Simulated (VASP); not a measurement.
Runs of VASP 6.6.1 on Ta. The structure is that of space group P6_3/mmc (No. 194), or close to it. The cells are those of the table. 

| cell | gap on the mesh (eV) | pressure (GPa) |
| --- | --- | --- |
| a = 2.861, b = 2.861, c = 5.096 Å, angles 90.0, 90.0, 120.0°, 2 atoms | none | 0.7 |
| a = 2.920, b = 2.920, c = 5.200 Å, angles 90.0, 90.0, 120.0°, 2 atoms | none | -10.6 |
| a = 2.957, b = 2.957, c = 5.268 Å, angles 90.0, 90.0, 120.0°, 2 atoms | none | -16.4 |
| a = 2.881, b = 2.881, c = 5.132 Å, angles 90.0, 90.0, 120.0°, 2 atoms | none | (b) |
| a = 2.900, b = 2.900, c = 5.166 Å, angles 90.0, 90.0, 120.0°, 2 atoms | none | -7.2 |
| a = 2.841, b = 2.841, c = 5.061 Å, angles 90.0, 90.0, 120.0°, 2 atoms | none | 5.3 |
| a = 2.939, b = 2.939, c = 5.234 Å, angles 90.0, 90.0, 120.0°, 2 atoms | none | (a) |

Alike in all rows: task single point; level PBEsol; potentials or basis VASP PAW PBE potentials, release 64 (Ta_pv); no spin polarisation; k mesh 11 × 11 × 6; cutoff (eV) 520; smearing methfessel-paxton 0.1 eV.

Problem. Fill in the values left out.

Solution. (a) -13.6; (b) -3.5.

Caveats: the PAW data sets were made with another functional, which shifts forces and pressure a little; spin-orbit coupling is left out, which moves the levels of the heavy elements.

A k mesh can miss the band edges, and the runs leave out spin-orbit coupling on Ta.

A gap of «none» marks levels without a gap at the run's occupations.
